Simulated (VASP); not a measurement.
# AlRu (d.b) (Pm-3m) in VASP: single point with PBE+D3(BJ)

Aim: the single point of AlRu (d.b) with PBE+D3(BJ).

Program: VASP 6.6.1. These are calculated values, not measurements. Logs are shortened: lines on timing, memory, paths and dates and some standing lists are left out, and cuts for length are marked.

## (1) The cell of the first run

The structure is cubic, space group Pm-3m (No. 221). The conventional cell has a = 2.973 Å, b = 2.973 Å, c = 2.973 Å, α = 90.00°, β = 90.00°, γ = 90.00°. Within 3.4 Å of Ru (site symmetry m-3m) lie 8 Al at 2.57 Å and 6 Ru at 2.97 Å. Within 3.4 Å of Al (site symmetry m-3m) lie 8 Ru at 2.57 Å and 6 Al at 2.97 Å.

## (2) Single point, PBE+D3(BJ)

File INCAR:

```
SYSTEM = AlRu
PREC = Accurate
ENCUT = 500
EDIFF = 1E-6
ISMEAR = 0
SIGMA = 0.1
LREAL = .False.
LASPH = .True.
NELM = 120
ALGO = Normal
ISIF = 2
LWAVE = .False.
LCHARG = .False.
GGA = PE
IVDW = 12
NBANDS = 16
GGA_COMPAT = .False.
```

File KPOINTS:

```
Automatic mesh
0
Gamma
  14 14 14
  0 0 0
```

File POSCAR:

```
AlRu
1.0
    2.9732536366      0.0000000000      0.0000000000
    0.0000000000      2.9732536366      0.0000000000
    0.0000000000      0.0000000000      2.9732536366
Ru Al
1 1
Direct
    0.0000000000      0.0000000000      0.0000000000
    0.5000000000      0.5000000000      0.5000000000
```

Potentials or basis: VASP PAW PBE potentials, release 64 (Ru_pv, Al).

Run with:

```
$ cat potpaw_PBE.64/Ru_pv/POTCAR potpaw_PBE.64/Al/POTCAR > POTCAR
$ mpirun -np 1 vasp_std > vasp.out
```

OUTCAR:

```text
SYSTEM = AlRu
   PREC = Accurate
   ENCUT = 500
   EDIFF = 1E-6
   ISMEAR = 0
   LREAL = .False.
   LASPH = .True.
   NELM = 120
   ISIF = 2
   GGA = PE
   IVDW = 12
 IVDW          = 12

 ion  position               nearest neighbor table
   1  0.000  0.000  0.000-   2 2.57   2 2.57   2 2.57   2 2.57   2 2.57   2 2.57   2 2.57   2 2.57

   2  0.500  0.500  0.500-   1 2.57   1 2.57   1 2.57   1 2.57   1 2.57   1 2.57   1 2.57   1 2.57

  LATTYP: Found a simple cubic cell.
 ALAT       =     2.9732536366

  Lattice vectors:

 A1 = (   2.9732536366,   0.0000000000,   0.0000000000)
 A2 = (   0.0000000000,   2.9732536366,   0.0000000000)
 A3 = (   0.0000000000,   0.0000000000,   2.9732536366)

Analysis of symmetry for initial positions (statically):
=====================================================================
 Subroutine PRICEL returns:
 Original cell was already a primitive cell.

 Routine SETGRP: Setting up the symmetry group for a
 simple cubic supercell.

 Subroutine GETGRP returns: Found 48 space group operations
 (whereof 48 operations were pure point group operations)
 out of a pool of 48 trial point group operations.

The static configuration has the point symmetry O_h .

Analysis of symmetry for dynamics (positions and initial velocities):
=====================================================================
 Subroutine PRICEL returns:
 Original cell was already a primitive cell.

 Routine SETGRP: Setting up the symmetry group for a
 simple cubic supercell.

 Subroutine GETGRP returns: Found 48 space group operations
 (whereof 48 operations were pure point group operations)
 out of a pool of 48 trial point group operations.

The dynamic configuration has the point symmetry O_h .

 Subroutine INISYM returns: Found 48 space group operations
 (whereof 48 operations are pure point group operations),
 and found     1 'primitive' translations

----------------------------------------------------------------------------------------

                                     Primitive cell

  volume of cell :      26.2843

  direct lattice vectors                    reciprocal lattice vectors
     2.973253637  0.000000000  0.000000000     0.336331885  0.000000000  0.000000000
     0.000000000  2.973253637  0.000000000     0.000000000  0.336331885  0.000000000
     0.000000000  0.000000000  2.973253637     0.000000000  0.000000000  0.336331885

  length of vectors
     2.973253637  2.973253637  2.973253637     0.336331885  0.336331885  0.336331885

  position of ions in fractional coordinates (direct lattice)
     0.000000000  0.000000000  0.000000000
[... 81 lines left out ...]
   NSW    =      0    number of steps for IOM
   IBRION =     -1    ionic relax: 0-MD 1-quasi-New 2-CG
   NFREE  =      0    steps in history (QN), initial steepest desc. (CG)
   ISIF   =      2    stress and relaxation
   ISYM   =      2    0-nonsym 1-usesym 2-fastsym
   POTIM  = 0.5000    time-step for ionic-motion
   TEBEG  =    0.0;   TEEND  =   0.0 temperature during run
   PSTRESS=    0.0 pullay stress
   NELECT =      17.0000    total number of electrons
   NUPDOWN=      -1.0000    fix difference up-down
   EMIN   =  10.00;   EMAX   =-10.00  energy-range for DOS
   EFERMI =   0.00;   METHOD = LEGACY
   ISMEAR =     0;   SIGMA  =   0.10  broadening in eV -4-tet -1-fermi 0-gaus
   EFERMI_NEDOS =   21; number of points for ismear=-14 and -15
   IALGO  =     38    algorithm
   IMIX   =      4    mixing-type and parameters
     AMIX     =   0.40;   BMIX     =  1.00
     AMIX_MAG =   1.60;   BMIX_MAG =  1.00
  volume/ion in A,a.u.               =      13.14        88.69
  Fermi-wavevector in a.u.,A,eV,Ry     =   1.415769  2.675416 27.271557  2.004403
  Thomas-Fermi vector in A             =   2.537173
   LORBIT       =      0    0 simple, 1 ext, 2 COOP (PROOUT), +10 PAW based schemes
   GGA     = PE    functional components
   LHFCALC =     F    Hartree Fock is set to
   AEXX    =    0.0000 exact exchange contribution
   IVDW    =    12    specifies the selected vdW correction
   LEPSILON=     F    determine dielectric tensor
   LRPA    =     F    only Hartree local field effects (RPA)
 non-spin polarized calculation
 Gauss-broadening in eV      SIGMA  =   0.10
  energy-cutoff  :      500.00
  volume of cell :       26.28
 maximum number of plane-waves:       691
 NGX is ok and might be reduce to    24
   NGX = 11   NGY = 11   NGZ = 11

 number of electron      16.9999996 magnetization

 Free energy of the ion-electron system (eV)
  ---------------------------------------------------
  ext. energy  EPLUGINS =         0.00000000
  ---------------------------------------------------
  free energy    TOTEN  =       -14.24105242 eV

  energy without entropy =      -14.23162356  energy(sigma->0) =      -14.23633799

 E-fermi :  10.9773     XC(G=0): -12.6610

 val. band max:       10.9691994753   @ k =   0.5000   0.2857   0.1429
 cond. band min:      10.9792884543   @ k =   0.1429   0.0714   0.0714
 fundamental gap:      0.0100889790
 Fermi energy:        10.9772533151

 k-point     1 :       0.0000    0.0000    0.0000
  band No.  band energies     occupation
      1     -30.7904      2.00000
      2     -30.7904      2.00000
      3     -30.7904      2.00000
      4       1.1962      2.00000
      5       7.3143      2.00000
      6       7.3143      2.00000
[... 433 lines left out ...]
      3     -30.7673      2.00000
      4       4.0819      2.00000
      5       6.9801      2.00000
      6       8.3721      2.00000
[... 8 lines left out ...]
     15      23.7176      0.00000
     16      25.4954      0.00000

 [... further k-points ...]

------------------------ aborting loop because EDIFF is reached ----------------------------------------

 Edisp (eV)   -1.04992

 E8    (eV) :    -0.4755

  FORCE on cell =-STRESS in cart. coord.  units (eV):
  Direction    XX          YY          ZZ          XY          YZ          ZX
  --------------------------------------------------------------------------------------
  -------------------------------------------------------------------------------------
  Total       0.00651     0.00651     0.00651     0.00000     0.00000     0.00000
  in kB       0.39693     0.39693     0.39693     0.00000     0.00000     0.00000
  external pressure =        0.40 kB  Pullay stress =        0.00 kB

 VOLUME and BASIS-vectors are now :
 -----------------------------------------------------------------------------
  energy-cutoff  :      500.00
  volume of cell :       26.28
      direct lattice vectors                 reciprocal lattice vectors
     2.973253637  0.000000000  0.000000000     0.336331885  0.000000000  0.000000000
     0.000000000  2.973253637  0.000000000     0.000000000  0.336331885  0.000000000
     0.000000000  0.000000000  2.973253637     0.000000000  0.000000000  0.336331885

 POSITION                                       TOTAL-FORCE (eV/Angst)
 -----------------------------------------------------------------------------------
      0.00000      0.00000      0.00000         0.000000      0.000000      0.000000
      1.48663      1.48663      1.48663         0.000000      0.000000      0.000000
 -----------------------------------------------------------------------------------
    total drift:                                0.000000      0.000000      0.000000

  FREE ENERGIE OF THE ION-ELECTRON SYSTEM (eV)
  ---------------------------------------------------
  free  energy   TOTEN  =       -15.2909707266 eV

  energy  without entropy=      -15.2815418739  energy(sigma->0) =      -15.28625630
```

OSZICAR:

```text
N       E                     dE             d eps       ncg     rms          rms(c)
DAV:   1     0.114903806816E+03    0.11490E+03   -0.87340E+03  3848   0.969E+02
DAV:   2    -0.131083981328E+02   -0.12801E+03   -0.12220E+03  4480   0.289E+02
DAV:   3    -0.149108519216E+02   -0.18025E+01   -0.17980E+01  4664   0.360E+01
DAV:   4    -0.149206652583E+02   -0.98133E-02   -0.98122E-02  4784   0.290E+00
DAV:   5    -0.149207937459E+02   -0.12849E-03   -0.12848E-03  4904   0.327E-01    0.127E+01
DAV:   6    -0.143264666900E+02    0.59433E+00   -0.22813E+00  4144   0.164E+01    0.242E+00
DAV:   7    -0.142563805687E+02    0.70086E-01   -0.17555E-01  4064   0.473E+00    0.217E+00
DAV:   8    -0.142412208189E+02    0.15160E-01   -0.16270E-02  4528   0.104E+00    0.197E-01
DAV:   9    -0.142410586773E+02    0.16214E-03   -0.28525E-04  4720   0.144E-01    0.131E-01
DAV:  10    -0.142410540847E+02    0.45926E-05   -0.23108E-05  4424   0.523E-02    0.745E-03
DAV:  11    -0.142410528991E+02    0.11856E-05   -0.68004E-07  3432   0.883E-03    0.435E-03
DAV:  12    -0.142410524155E+02    0.48362E-06   -0.50454E-08  2320   0.242E-03
   1 F= -.15290971E+02 E0= -.15286256E+02  d E =-.942885E-02
```

Run time: 14 s. Hardware: 1 thread of Intel Xeon 6975P-C (Granite Rapids), shared host; peak memory 0.18 GiB.

What came out:

```yaml
Free_energy: -15.2910 eV
Pressure: 0.0 GPa
Dispersion_energy_per_atom: -0.525 eV
```

Caveat: pairwise dispersion overbinds metals, which lowers pressure and volume.
